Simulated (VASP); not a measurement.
# MgS (I-4m2) in VASP: single point with PBE

Aim: the single point of MgS with PBE.

All numbers are computed with VASP 6.6.1; they aren't measurements. Logs are shortened: lines on timing, memory, paths and dates and some standing lists are left out, and cuts for length are marked.

## 1. The cell of the first run

It takes space group I-4m2 (No. 119, tetragonal). Conventional cell: a = 4.003 Å, b = 4.003 Å, c = 5.379 Å, α = 90.00°, β = 90.00°, γ = 90.00°. Within 3.2 Å of Mg (site symmetry -4m2) lie 4 S at 2.41 Å. Within 3.2 Å of S (site symmetry -4m2) lie 4 Mg at 2.41 Å.

## 2. Single point, PBE (uniaxial x strain -5.0%)

The input, INCAR:

```
SYSTEM = MgS
PREC     = Accurate       ! precision mode
ENCUT    = 520            ! plane-wave cutoff, eV
EDIFF    = 1E-6           ! SCF threshold, eV
ISMEAR   = -1             ! smearing method
SIGMA    = 0.02           ! smearing width, eV
LREAL    = .False.        ! projectors in reciprocal space
LASPH    = .True.         ! aspherical terms in the spheres
NELM     = 80             ! most SCF steps
ALGO     = Normal         ! electronic algorithm
ISIF     = 2              ! what is computed and relaxed
LWAVE    = .False.        ! write WAVECAR
LCHARG   = .False.        ! write CHGCAR
GGA      = PE             ! functional
NBANDS   = 11             ! bands
```

The input, KPOINTS:

```
regular mesh
0
Gamma
  8 8 8
  0 0 0
```

The input, POSCAR:

```
MgS
1.0
    0.0000000000      2.8308768404      2.8308768404
    2.6893329983      0.0000000000      2.8308768404
    2.6893329983      2.8308768404      0.0000000000
Mg S
1 1
Direct
    0.0000000000      0.0000000000      0.0000000000
    0.2500000000      0.2500000000      0.2500000000
```

Potentials or basis: VASP PAW PBE potentials, release 64 (Mg, S).

The run is started by

```
cat potpaw_PBE.64/Mg/POTCAR potpaw_PBE.64/S/POTCAR > POTCAR
mpirun -np 1 vasp_std > vasp.out
```

OUTCAR:

```text
SYSTEM = MgS
   PREC = Accurate
   ENCUT = 520
   EDIFF = 1E-6
   ISMEAR = -1
   LREAL = .False.
   LASPH = .True.
   NELM = 80
   ISIF = 2
   GGA = PE

 ion  position               nearest neighbor table
   1  0.000  0.000  0.000-   2 2.41   2 2.41   2 2.41   2 2.41
   2  0.250  0.250  0.250-   1 2.41   1 2.41   1 2.41   1 2.41

  LATTYP: Found a body centered tetragonal cell.
 ALAT       =     4.0034644211
 C/A-ratio  =     1.3435028842

  Lattice vectors:

 A1 = (  -2.6893329983,   0.0000000000,  -2.8308768404)
 A2 = (  -2.6893329983,   0.0000000000,   2.8308768404)
 A3 = (   2.6893329983,   2.8308768404,   0.0000000000)

Analysis of symmetry for initial positions (statically):
=====================================================================
 Subroutine PRICEL returns:
 Original cell was already a primitive cell.

 Routine SETGRP: Setting up the symmetry group for a
 body centered tetragonal supercell.

 Subroutine GETGRP returns: Found  8 space group operations
 (whereof  8 operations were pure point group operations)
 out of a pool of 16 trial point group operations.

The static configuration has the point symmetry D_2d.

Analysis of symmetry for dynamics (positions and initial velocities):
=====================================================================
 Subroutine PRICEL returns:
 Original cell was already a primitive cell.

 Routine SETGRP: Setting up the symmetry group for a
 body centered tetragonal supercell.

 Subroutine GETGRP returns: Found  8 space group operations
 (whereof  8 operations were pure point group operations)
 out of a pool of 16 trial point group operations.

The dynamic configuration has the point symmetry D_2d.

 Subroutine INISYM returns: Found  8 space group operations
 (whereof  8 operations are pure point group operations),
 and found     1 'primitive' translations

----------------------------------------------------------------------------------------

                                     Primitive cell

  volume of cell :      43.1039

  direct lattice vectors                    reciprocal lattice vectors
     0.000000000  2.830876840  2.830876840    -0.185919706  0.176623721  0.176623721
     2.689332998  0.000000000  2.830876840     0.185919706 -0.176623721  0.176623721
     2.689332998  2.830876840  0.000000000     0.185919706  0.176623721 -0.176623721

  length of vectors
     4.003464421  3.904660761  3.904660761     0.311380819  0.311380819  0.311380819

  position of ions in fractional coordinates (direct lattice)
     0.000000000  0.000000000  0.000000000
     0.250000000  0.250000000  0.250000000

  ion indices of the primitive-cell ions
   primitive index   ion index
                 1           1
                 2           2

----------------------------------------------------------------------------------------

 KPOINTS: regular mesh

Automatic generation of k-mesh.
 Grid dimensions read from file:
 generate k-points for:    8    8    8

 Generating k-lattice:

  Cartesian coordinates                     Fractional coordinates (reciprocal lattice)
    -0.023239963  0.022077965  0.022077965     0.125000000  0.000000000  0.000000000
     0.023239963 -0.022077965  0.022077965     0.000000000  0.125000000 -0.000000000
     0.023239963  0.022077965 -0.022077965     0.000000000 -0.000000000  0.125000000

  Length of vectors
     0.038922602  0.038922602  0.038922602

  Shift w.r.t. Gamma in fractional coordinates (k-lattice)
     0.000000000  0.000000000  0.000000000

 Subroutine IBZKPT returns following result:
 ===========================================

 Found     59 irreducible k-points:

 Following reciprocal coordinates:
            Coordinates               Weight
  0.000000  0.000000  0.000000      1.000000
  0.125000 -0.000000 -0.000000      8.000000
  0.250000 -0.000000 -0.000000      8.000000
  0.375000  0.000000  0.000000      8.000000
  0.500000 -0.000000 -0.000000      4.000000
  0.125000  0.125000  0.000000      4.000000
[... 16 lines left out ...]
  0.250000  0.125000  0.125000      4.000000
  0.375000  0.125000  0.125000      8.000000
 [... further k-points ...]
   k-points           NKPTS =     59   k-points in BZ     NKDIM =     59   number of bands    NBANDS=     11
   number of dos      NEDOS =    301   number of ions     NIONS =      2
   total plane-waves  NPLWV =  27000
   dimension x,y,z NGX =    30 NGY =   30 NGZ =   30
   dimension x,y,z NGXF=    60 NGYF=   60 NGZF=   60
   ions per type =               1   1
   NGX,Y,Z   is equivalent  to a cutoff of  12.46, 12.77, 12.77 a.u.
   NGXF,Y,Z  is equivalent  to a cutoff of  24.92, 25.55, 25.55 a.u.
 SYSTEM =  MgS
   PREC   = accura    normal or accurate (medium, high low for compatibility)
   ISTART =      0    job   : 0-new  1-cont  2-samecut
   ICHARG =      2    charge: 1-file 2-atom 10-const
   ISPIN  =      1    spin polarized calculation?
   LNONCOLLINEAR =      F non collinear calculations
   LSORBIT =      F    spin-orbit coupling
   LASPH  =      T    aspherical Exc in radial PAW
   ENCUT  =  520.0 eV  38.22 Ry    6.18 a.u.   7.44  7.26  7.26*2*pi/ulx,y,z
   NELM   =     80;   NELMIN=  2; NELMDL= -5     # of ELM steps
   EDIFF  = 0.1E-05   stopping-criterion for ELM
   LREAL  =      F    real-space projection
   EDIFFG = 0.1E-04   stopping-criterion for IOM
   NSW    =      0    number of steps for IOM
   IBRION =     -1    ionic relax: 0-MD 1-quasi-New 2-CG
   NFREE  =      0    steps in history (QN), initial steepest desc. (CG)
   ISIF   =      2    stress and relaxation
   ISYM   =      2    0-nonsym 1-usesym 2-fastsym
   POTIM  = 0.5000    time-step for ionic-motion
   TEBEG  =    0.0;   TEEND  =   0.0 temperature during run
   PSTRESS=    0.0 pullay stress
   NELECT =       8.0000    total number of electrons
   NUPDOWN=      -1.0000    fix difference up-down
   EMIN   =  10.00;   EMAX   =-10.00  energy-range for DOS
   EFERMI =   0.00;   METHOD = LEGACY
   ISMEAR =    -1;   SIGMA  =   0.02  broadening in eV -4-tet -1-fermi 0-gaus
   EFERMI_NEDOS =   21; number of points for ismear=-14 and -15
   IALGO  =     38    algorithm
   IMIX   =      4    mixing-type and parameters
     AMIX     =   0.40;   BMIX     =  1.00
     AMIX_MAG =   1.60;   BMIX_MAG =  1.00
  volume/ion in A,a.u.               =      21.55       145.44
  Fermi-wavevector in a.u.,A,eV,Ry     =   0.933826  1.764675 11.864703  0.872031
  Thomas-Fermi vector in A             =   2.060568
   LORBIT       =      0    0 simple, 1 ext, 2 COOP (PROOUT), +10 PAW based schemes
   GGA     = PE    functional components
   LHFCALC =     F    Hartree Fock is set to
   AEXX    =    0.0000 exact exchange contribution
   IVDW    =     0    specifies the selected vdW correction
   LEPSILON=     F    determine dielectric tensor
   LRPA    =     F    only Hartree local field effects (RPA)
 non-spin polarized calculation
  energy-cutoff  :      520.00
  volume of cell :       43.10
 maximum number of plane-waves:      1194
 NGX is ok and might be reduce to    30
   NGX = 15   NGY = 15   NGZ = 15

 number of electron       7.9999999 magnetization

 Free energy of the ion-electron system (eV)
  ---------------------------------------------------
  ext. energy  EPLUGINS =         0.00000000
  ---------------------------------------------------
  free energy    TOTEN  =        -8.43075264 eV

  energy without entropy =       -8.43075264  energy(sigma->0) =       -8.43075264

 E-fermi :   1.8622     XC(G=0):  -8.5912

 val. band max:        1.4795920755   @ k =   0.0000   0.0000   0.0000
 cond. band min:       5.1053870954   @ k =   0.0000   0.0000   0.0000
 fundamental gap:      3.6257950200
 Fermi energy:         1.8621887719

 k-point     1 :       0.0000    0.0000    0.0000
  band No.  band energies     occupation
      1     -10.0467      2.00000
      2       1.3575      2.00000
      3       1.3575      2.00000
      4       1.4796      2.00000
      5       5.1054      0.00000
      6       9.4689      0.00000
      7       9.4689      0.00000
      8       9.5264      0.00000
      9      11.8991      0.00000
     10      12.7145      0.00000
     11      15.1971      0.00000

 k-point     2 :       0.1250   -0.0000   -0.0000
  band No.  band energies     occupation
      1      -9.9501      2.00000
      2       0.6882      2.00000
      3       1.2867      2.00000
      4       1.3984      2.00000
      5       5.7769      0.00000
      6       9.2985      0.00000
      7       9.6260      0.00000
      8       9.7176      0.00000
      9      11.5339      0.00000
     10      12.1542      0.00000
     11      14.8241      0.00000

 k-point     3 :       0.2500   -0.0000   -0.0000
  band No.  band energies     occupation
      1      -9.6987      2.00000
      2      -0.5435      2.00000
      3       1.1278      2.00000
      4       1.3010      2.00000
      5       6.6053      0.00000
      6       9.3431      0.00000
      7       9.4838      0.00000
      8       9.9287      0.00000
      9      11.8941      0.00000
     10      11.9966      0.00000
     11      13.9913      0.00000

 k-point     4 :       0.3750    0.0000    0.0000
  band No.  band energies     occupation
      1      -9.4147      2.00000
      2      -1.5295      2.00000
      3       0.9831      2.00000
      4       1.2139      2.00000
      5       6.7121      0.00000
      6       9.0396      0.00000
      7       9.5329      0.00000
      8      10.0685      0.00000
      9      13.1274      0.00000
     10      13.4330      0.00000
     11      14.0627      0.00000
[... 239 lines left out ...]
 k-point    22 :       0.0000    0.1250    0.1250
  band No.  band energies     occupation
      1      -9.9094      2.00000
      2       0.7550      2.00000
      3       1.1416      2.00000
      4       1.1416      2.00000
      5       6.0537      0.00000
      6       8.9044      0.00000
      7       9.8986      0.00000
      8       9.8986      0.00000
      9      11.4200      0.00000
     10      12.1927      0.00000
     11      15.7626      0.00000

 k-point    23 :       0.2500    0.1250    0.1250
  band No.  band energies     occupation
      1      -9.8087      2.00000
      2       0.0742      2.00000
      3       1.0575      2.00000
      4       1.2703      2.00000
      5       6.5325      0.00000
      6       9.1357      0.00000
      7       9.7191      0.00000
      8       9.8380      0.00000
      9      10.7012      0.00000
     10      12.3213      0.00000
     11      15.7862      0.00000

 k-point    24 :       0.3750    0.1250    0.1250
  band No.  band energies     occupation
      1      -9.5448      2.00000
      2      -0.8622      2.00000
      3       0.7634      2.00000
      4       1.1075      2.00000
      5       7.2557      0.00000
      6       8.8337      0.00000
      7       9.5993      0.00000
      8       9.7082      0.00000
      9      11.3145      0.00000
     10      13.5538      0.00000
     11      15.2974      0.00000

 [... further k-points ...]
[... 5 lines left out ...]
  --------------------------------------------------------------------------------------
  -------------------------------------------------------------------------------------
  Total        1.2577993      1.0777667      1.0777667      0.0000000      0.0000000      0.0000000
  in kB       46.7525612     40.0607275     40.0607275      0.0000000      0.0000000      0.0000000
  external PRESSURE =      42.2913387 kB  Pullay stress =       0.0000000 kB

 VOLUME and BASIS-vectors are now :
 -----------------------------------------------------------------------------
  energy-cutoff  :      520.00
  volume of cell :       43.10
      direct lattice vectors                 reciprocal lattice vectors
     0.000000000  2.830876840  2.830876840    -0.185919706  0.176623721  0.176623721
     2.689332998  0.000000000  2.830876840     0.185919706 -0.176623721  0.176623721
     2.689332998  2.830876840  0.000000000     0.185919706  0.176623721 -0.176623721

 POSITION                                       TOTAL-FORCE (eV/Angst)
 -----------------------------------------------------------------------------------
      0.00000      0.00000      0.00000        -0.000000      0.000000      0.000000
      1.34467      1.41544      1.41544         0.000000     -0.000000     -0.000000
 -----------------------------------------------------------------------------------
    total drift:                               -0.000000     -0.000000     -0.000000

  FREE ENERGIE OF THE ION-ELECTRON SYSTEM (eV)
  ---------------------------------------------------
  free  energy   TOTEN  =        -8.4307526393 eV

  energy  without entropy=       -8.4307526393  energy(sigma->0) =       -8.43075264
```

Wall time 28 s (1 thread of Intel Xeon 6975P-C, shared host); peak memory 0.18 GiB.

What came out:

```yaml
Free_energy: -8.4308 eV
Pressure: 4.2 GPa
Band_gap_on_the_k_mesh: 3.63 eV, direct
```

Caveat: the cell differs from its parent crystal (uniaxial x strain -5.0%).
